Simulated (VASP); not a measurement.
# In in VASP: settings compared

The runs below take In through single point, with B3LYP, pbe exchange, pbesol correlation.

Program: VASP 6.6.1. These are calculated values, not measurements. Logs are shortened: lines on timing, memory, paths and dates and some standing lists are left out, and cuts for length are marked.

## (1) The cell of the first run

Symmetry: Im-3m, No. 229, cubic system. Conventional cell: a = 3.765 Å, b = 3.765 Å, c = 3.765 Å, α = 90.00°, β = 90.00°, γ = 90.00°. Within 4.3 Å of In (site symmetry m-3m) lie 14 In at 3.26 to 3.77 Å.

This isn't the form of In at room conditions, which is tetragonal.

## (2) Single point, B3LYP

File POSCAR:

```
In
1.0
   -1.8825252400      1.8825252400      1.8825252400
    1.8825252400     -1.8825252400      1.8825252400
    1.8825252400      1.8825252400     -1.8825252400
In
1
Direct
    0.0000000000      0.0000000000      0.0000000000
```

File INCAR.step1:

```
SYSTEM = In
ALGO     = Normal         ! electronic algorithm
EDIFF    = 1E-5           ! SCF threshold, eV
ENCUT    = 400            ! plane-wave cutoff, eV
GGA      = PE             ! functional
GGA_COMPAT= .FALSE.      
ISIF     = 2              ! what is computed and relaxed
ISMEAR   = 1              ! smearing method
LASPH    = .TRUE.         ! aspherical terms in the spheres
LCHARG   = .FALSE.        ! write CHGCAR
LREAL    = .FALSE.        ! projectors in reciprocal space
LWAVE    = .TRUE.         ! write WAVECAR
NBANDS   = 12             ! bands
NELM     = 120            ! most SCF steps
PREC     = Accurate       ! precision mode
SIGMA    = 0.1            ! smearing width, eV
```

File INCAR.step2:

```
SYSTEM = In
AEXX     = 0.2            ! exact-exchange fraction
AGGAC    = 0.81         
AGGAX    = 0.72         
ALDAC    = 0.19         
ALGO     = Normal         ! electronic algorithm
EDIFF    = 1E-6           ! SCF threshold, eV
ENCUT    = 400            ! plane-wave cutoff, eV
GGA      = B3             ! functional
GGA_COMPAT= .FALSE.      
ISIF     = 2              ! what is computed and relaxed
ISMEAR   = 1              ! smearing method
ISTART   = 1            
LASPH    = .TRUE.         ! aspherical terms in the spheres
LCHARG   = .FALSE.        ! write CHGCAR
LHFCALC  = .TRUE.         ! exact exchange
LREAL    = .FALSE.        ! projectors in reciprocal space
LWAVE    = .FALSE.        ! write WAVECAR
NBANDS   = 12             ! bands
NELM     = 120            ! most SCF steps
PREC     = Accurate       ! precision mode
PRECFOCK = Normal       
SIGMA    = 0.1            ! smearing width, eV
```

File KPOINTS:

```
k-points
0
G
  7 7 7
  0 0 0
```

Potentials or basis: VASP PAW PBE potentials, release 64 (In_d).

Command:

```bash
$ cat potpaw_PBE.64/In_d/POTCAR > POTCAR
$ cp INCAR.step1 INCAR
$ mpirun -np 1 vasp_std > vasp.out
$ cp INCAR.step2 INCAR
$ mpirun -np 1 vasp_std > vasp.out
```

OUTCAR:

```text
SYSTEM = In
   AEXX = 0.2
   EDIFF = 1E-6
   ENCUT = 400
   GGA = B3
   ISIF = 2
   ISMEAR = 1
   ISTART = 1
   LASPH = .TRUE.
   LHFCALC = .TRUE.
   LREAL = .FALSE.
   NELM = 120
   PREC = Accurate
   PRECFOCK = Normal

 ion  position               nearest neighbor table
   1  0.000  0.000  0.000-

  LATTYP: Found a body centered cubic cell.
 ALAT       =     3.7650504800

  Lattice vectors:

 A1 = (  -1.8825252400,   1.8825252400,   1.8825252400)
 A2 = (   1.8825252400,  -1.8825252400,   1.8825252400)
 A3 = (   1.8825252400,   1.8825252400,  -1.8825252400)

Analysis of symmetry for initial positions (statically):
=====================================================================
 Subroutine PRICEL returns:
 Original cell was already a primitive cell.

 Routine SETGRP: Setting up the symmetry group for a
 body centered cubic supercell.

 Subroutine GETGRP returns: Found 48 space group operations
 (whereof 48 operations were pure point group operations)
 out of a pool of 48 trial point group operations.

The static configuration has the point symmetry O_h .

Analysis of symmetry for dynamics (positions and initial velocities):
=====================================================================
 Subroutine PRICEL returns:
 Original cell was already a primitive cell.

 Routine SETGRP: Setting up the symmetry group for a
 body centered cubic supercell.

 Subroutine GETGRP returns: Found 48 space group operations
 (whereof 48 operations were pure point group operations)
 out of a pool of 48 trial point group operations.

The dynamic configuration has the point symmetry O_h .

 Subroutine INISYM returns: Found 48 space group operations
 (whereof 48 operations are pure point group operations),
 and found     1 'primitive' translations

----------------------------------------------------------------------------------------

                                     Primitive cell

  volume of cell :      26.6859

  direct lattice vectors                    reciprocal lattice vectors
    -1.882525240  1.882525240  1.882525240     0.000000000  0.265600689  0.265600689
     1.882525240 -1.882525240  1.882525240     0.265600689  0.000000000  0.265600689
     1.882525240  1.882525240 -1.882525240     0.265600689  0.265600689  0.000000000

  length of vectors
     3.260629362  3.260629362  3.260629362     0.375616096  0.375616096  0.375616096

  position of ions in fractional coordinates (direct lattice)
     0.000000000  0.000000000  0.000000000

  ion indices of the primitive-cell ions
   primitive index   ion index
                 1           1

----------------------------------------------------------------------------------------

 KPOINTS: k-points

Automatic generation of k-mesh.
 Grid dimensions read from file:
 generate k-points for:    7    7    7

 Generating k-lattice:

  Cartesian coordinates                     Fractional coordinates (reciprocal lattice)
     0.000000000  0.037942956  0.037942956     0.142857143  0.000000000  0.000000000
     0.037942956  0.000000000  0.037942956     0.000000000  0.142857143  0.000000000
     0.037942956  0.037942956  0.000000000     0.000000000  0.000000000  0.142857143

  Length of vectors
     0.053659442  0.053659442  0.053659442

  Shift w.r.t. Gamma in fractional coordinates (k-lattice)
     0.000000000  0.000000000  0.000000000

 Subroutine IBZKPT returns following result:
 ===========================================

 Found     20 irreducible k-points:

 Following reciprocal coordinates:
            Coordinates               Weight
  0.000000  0.000000  0.000000      1.000000
  0.142857  0.000000  0.000000     12.000000
  0.285714  0.000000  0.000000     12.000000
  0.428571  0.000000  0.000000     12.000000
  0.142857  0.142857  0.000000     24.000000
  0.285714  0.142857  0.000000     48.000000
[... 12 lines left out ...]
 -0.428571 -0.428571  0.285714      8.000000
 -0.428571  0.428571  0.428571      6.000000
   k-points           NKPTS =     20   k-points in BZ     NKDIM =    343   number of bands    NBANDS=     12
   number of dos      NEDOS =    301   number of ions     NIONS =      1
   total plane-waves  NPLWV =  13824
   dimension x,y,z NGX =    24 NGY =   24 NGZ =   24
   dimension x,y,z NGXF=    48 NGYF=   48 NGZF=   48
   ions per type =               1
   NGX,Y,Z   is equivalent  to a cutoff of  12.24, 12.24, 12.24 a.u.
   NGXF,Y,Z  is equivalent  to a cutoff of  24.47, 24.47, 24.47 a.u.
 SYSTEM =  In
   PREC   = accura    normal or accurate (medium, high low for compatibility)
   ISTART =      1    job   : 0-new  1-cont  2-samecut
   ICHARG =      0    charge: 1-file 2-atom 10-const
   ISPIN  =      1    spin polarized calculation?
   LNONCOLLINEAR =      F non collinear calculations
   LSORBIT =      F    spin-orbit coupling
   LASPH  =      T    aspherical Exc in radial PAW
   ENCUT  =  400.0 eV  29.40 Ry    5.42 a.u.   5.32  5.32  5.32*2*pi/ulx,y,z
   NELM   =    120;   NELMIN=  2; NELMDL=  0     # of ELM steps
   EDIFF  = 0.1E-05   stopping-criterion for ELM
   LREAL  =      F    real-space projection
   EDIFFG = 0.1E-04   stopping-criterion for IOM
   NSW    =      0    number of steps for IOM
   IBRION =     -1    ionic relax: 0-MD 1-quasi-New 2-CG
   NFREE  =      0    steps in history (QN), initial steepest desc. (CG)
   ISIF   =      2    stress and relaxation
   ISYM   =      3    0-nonsym 1-usesym 2-fastsym
   POTIM  = 0.5000    time-step for ionic-motion
   TEBEG  =    0.0;   TEEND  =   0.0 temperature during run
   PSTRESS=    0.0 pullay stress
   NELECT =      13.0000    total number of electrons
   NUPDOWN=      -1.0000    fix difference up-down
   EMIN   =  10.00;   EMAX   =-10.00  energy-range for DOS
   EFERMI =   0.00;   METHOD = LEGACY
   ISMEAR =     1;   SIGMA  =   0.10  broadening in eV -4-tet -1-fermi 0-gaus
   EFERMI_NEDOS =   21; number of points for ismear=-14 and -15
   IALGO  =     38    algorithm
   IMIX   =      1    mixing-type and parameters
     AMIX     =   0.40;   BMIX     =  1.00
     AMIX_MAG =   1.60;   BMIX_MAG =  1.00
  volume/ion in A,a.u.               =      26.69       180.09
  Fermi-wavevector in a.u.,A,eV,Ry     =   1.288136  2.434225 22.576080  1.659295
  Thomas-Fermi vector in A             =   2.420108
   LORBIT       =      0    0 simple, 1 ext, 2 COOP (PROOUT), +10 PAW based schemes
   GGA     = B3    functional components
   LHFCALC =     T    Hartree Fock is set to
   PRECFOCK=normal    Normal, Fast or Accurate (Low or Medium for compatibility)
   ENCUT4O =  -1.0   cutoff for four orbital integrals eV
   NKREDX  =     1    reduce k-point grid by
   NKREDY  =     1    reduce k-point grid by
   NKREDZ  =     1    reduce k-point grid by
   AEXX    =    0.2000 exact exchange contribution
   HFSCREEN=    0.0000 screening length (either q_TF or 0.3 A-1)
   HFSCREENC=   0.0000 screening length for correlation (either q_TF or 0.3 A-1)
   ENCUTFOCK=  -1.0 apply spherical cutoff to Coloumb kernel
   IVDW    =     0    specifies the selected vdW correction
   LEPSILON=     F    determine dielectric tensor
   LRPA    =     F    only Hartree local field effects (RPA)
 non-spin polarized calculation
 Methfessel and Paxton  Order N= 1 SIGMA  =   0.10
  energy-cutoff  :      400.00
  volume of cell :       26.69
 maximum number of plane-waves:       493
 NGX is ok and might be reduce to    24
  NGX = 16; NGY = 16; NGZ = 16

 number of electron      13.0000005 magnetization

 Free energy of the ion-electron system (eV)
  ---------------------------------------------------
  ext. energy  EPLUGINS =         0.00000000
  ---------------------------------------------------
  free energy    TOTEN  =        -2.34097797 eV

  energy without entropy =       -2.34115357  energy(sigma->0) =       -2.34103650

 E-fermi :   7.5920     XC(G=0):  -8.0761

 val. band max:        7.5160009730   @ k =  -0.4286   0.4286   0.2857
 cond. band min:       7.8951226245   @ k =  -0.4286  -0.4286   0.2857
 fundamental gap:      0.3791216515
 Fermi energy:         7.5920436143

 k-point     1 :       0.0000    0.0000    0.0000
  band No.  band energies     occupation
      1      -9.1702      2.00000
      2      -9.1702      2.00000
      3      -9.1702      2.00000
      4      -8.8963      2.00000
      5      -8.8963      2.00000
      6      -3.2166      2.00000
      7      19.2932      0.00000
      8      19.2932      0.00000
      9      19.2932      0.00000
     10      21.6987      0.00000
     11      21.6987      0.00000
     12      21.6987      0.00000

 k-point     2 :       0.1429    0.0000    0.0000
  band No.  band energies     occupation
      1      -9.1905      2.00000
      2      -9.1530      2.00000
      3      -9.0901      2.00000
      4      -8.9166      2.00000
      5      -8.8976      2.00000
      6      -2.7024      2.00000
      7      15.7075      0.00000
      8      17.6031      0.00000
      9      18.3391      0.00000
     10      20.1692      0.00000
     11      20.4398      0.00000
     12      21.6495      0.00000

 k-point     3 :       0.2857    0.0000    0.0000
  band No.  band energies     occupation
      1      -9.2360      2.00000
      2      -9.1529      2.00000
      3      -8.9341      2.00000
      4      -8.9046      2.00000
      5      -8.8999      2.00000
      6      -1.1302      2.00000
      7      10.5593      0.00000
      8      15.4571      0.00000
      9      16.7490      0.00000
     10      19.1735      0.00000
     11      19.2419      0.00000
     12      22.9982      0.00000
[... 226 lines left out ...]
 k-point    19 :      -0.4286   -0.4286    0.2857
  band No.  band energies     occupation
      1      -9.1892      2.00000
      2      -9.1892      2.00000
      3      -8.9392      2.00000
      4      -8.7900      2.00000
      5      -8.7900      2.00000
      6       5.5766      2.00000
      7       7.8951     -0.00016
      8       7.8951     -0.00016
      9      13.3443      0.00000
     10      16.0514      0.00000
     11      16.0514      0.00000
     12      24.5198      0.00000

 k-point    20 :      -0.4286    0.4286    0.4286
  band No.  band energies     occupation
      1      -9.2478      2.00000
      2      -9.2302      2.00000
      3      -8.7979      2.00000
      4      -8.7979      2.00000
      5      -8.7880      2.00000
      6       5.9757      2.00000
      7       9.4755     -0.00000
      8       9.4755     -0.00000
      9      10.2335      0.00000
     10      13.8517      0.00000
     11      15.3285      0.00000
     12      27.6484      0.00000

------------------------ aborting loop because EDIFF is reached ----------------------------------------

  FORCE on cell =-STRESS in cart. coord.  units (eV):
  Direction    XX          YY          ZZ          XY          YZ          ZX
  --------------------------------------------------------------------------------------
  -------------------------------------------------------------------------------------
  Total        0.7161326      0.7161326      0.7161326      0.0000000      0.0000000     -0.0000000
  in kB       42.9953620     42.9953620     42.9953620      0.0000000      0.0000000     -0.0000000
  external PRESSURE =      42.9953620 kB  Pullay stress =       0.0000000 kB

 VOLUME and BASIS-vectors are now :
 -----------------------------------------------------------------------------
  energy-cutoff  :      400.00
  volume of cell :       26.69
      direct lattice vectors                 reciprocal lattice vectors
    -1.882525240  1.882525240  1.882525240     0.000000000  0.265600689  0.265600689
     1.882525240 -1.882525240  1.882525240     0.265600689  0.000000000  0.265600689
     1.882525240  1.882525240 -1.882525240     0.265600689  0.265600689  0.000000000

 POSITION                                       TOTAL-FORCE (eV/Angst)
 -----------------------------------------------------------------------------------
      0.00000      0.00000      0.00000        -0.000000      0.000000     -0.000000
 -----------------------------------------------------------------------------------
    total drift:                               -0.000000     -0.000000      0.000000

  FREE ENERGIE OF THE ION-ELECTRON SYSTEM (eV)
  ---------------------------------------------------
  free  energy   TOTEN  =        -2.3409779713 eV

  energy  without entropy=       -2.3411535698  energy(sigma->0) =       -2.34103650
```

Wall time 14 min (1 thread of Intel Xeon Platinum 8259CL at 2.50GHz (Skylake/Cascade Lake), shared host); peak memory 0.15 GiB.

What came out:

| Property | Result |
| --- | --- |
| Free energy | -2.3410 eV |
| Pressure | 4.3 GPa |
| Band gap on the k mesh | zero (an odd number of electrons rules out a gap without spin polarisation) |

Levels at points of the mesh, in eV from the Fermi level:
```
           k point  band 4  band 5  band 6  band 7  band 8  band 9
(0.00, 0.00, 0.00)  -16.49  -16.49  -10.81   11.70   11.70   11.70
```

Caveat: the cell stands under pressure; the PAW data sets were made with another functional, which shifts forces and pressure a little; spin-orbit coupling is left out, which moves the levels of the heavy elements.

## (3) Single point, pbe exchange, pbesol correlation

This run uses another cell than the first one, of the same volume but with other edges.

File INCAR:

```
SYSTEM = In
ALGO     = Normal         ! electronic algorithm
EDIFF    = 1E-6           ! SCF threshold, eV
ENCUT    = 500            ! plane-wave cutoff, eV
GGA      = LIBXC          ! functional
GGA_COMPAT= .False.      
ISIF     = 2              ! what is computed and relaxed
ISMEAR   = 1              ! smearing method
ISYM     = 0            
LASPH    = .True.         ! aspherical terms in the spheres
LCHARG   = .False.        ! write CHGCAR
LIBXC1   = GGA_X_PBE    
LIBXC2   = GGA_C_PBE_SOL
LREAL    = .False.        ! projectors in reciprocal space
LWAVE    = .False.        ! write WAVECAR
NBANDS   = 12             ! bands
NELM     = 120            ! most SCF steps
PREC     = Accurate       ! precision mode
SIGMA    = 0.005          ! smearing width, eV
```

File KPOINTS:

```
k-points
0
Gamma
  10 10 10
  0 0 0
```

File POSCAR:

```
In
1.0
   -1.8666280000      1.8685550000      1.9438550000
    1.7937150000     -1.8506050000      1.8529930000
    1.9274900000      1.9114680000     -1.9259050000
In
1
Direct
    0.0248490000      0.0040480000      0.0136390000
```

Potentials or basis: VASP PAW PBE potentials, release 64 (In_d).

Command:

```bash
$ cat potpaw_PBE.64/In_d/POTCAR > POTCAR
$ mpirun -np 1 vasp_std > vasp.out
```

Wall time 2.5 min (1 thread of AMD EPYC, shared host); peak memory 0.22 GiB.

The run converged. Its results:

| Property | Result |
| --- | --- |
| Free energy | -2.4603 eV |
| Pressure | 2.4 GPa |
| Band gap on the k mesh | zero (an odd number of electrons rules out a gap without spin polarisation) |

Stress tensor (GPa, compression positive):
```
 2.71 -0.18  0.50
-0.18  2.22 -0.24
 0.50 -0.24  2.23
```

Levels at points of the mesh, in eV from the Fermi level:
```csv
k point,band 4,band 5,band 6,band 7,band 8,band 9
"(0.00, 0.00, 0.00)",-14.37,-14.36,-9.34,10.36,10.57,11.36
"(0.50, 0.00, 0.00)",-14.37,-14.21,-4.07,-3.06,5.79,7.93
"(0.00, 0.50, 0.00)",-14.38,-14.18,-3.54,-2.87,5.48,7.18
"(0.50, 0.50, 0.00)",-14.38,-14.18,-3.56,-2.87,5.44,7.15
"(0.00, 0.00, 0.50)",-14.35,-14.22,-4.11,-3.07,5.81,7.51
"(0.50, 0.00, 0.50)",-14.35,-14.23,-4.19,-3.10,5.95,7.57
"(0.00, 0.50, 0.50)",-14.38,-14.20,-3.89,-3.01,5.96,7.55
"(0.50, 0.50, 0.50)",-14.26,-14.20,0.85,1.07,1.26,1.66
```

Caveat: the PAW data sets were made with another functional, which shifts forces and pressure a little; spin-orbit coupling is left out, which moves the levels of the heavy elements.
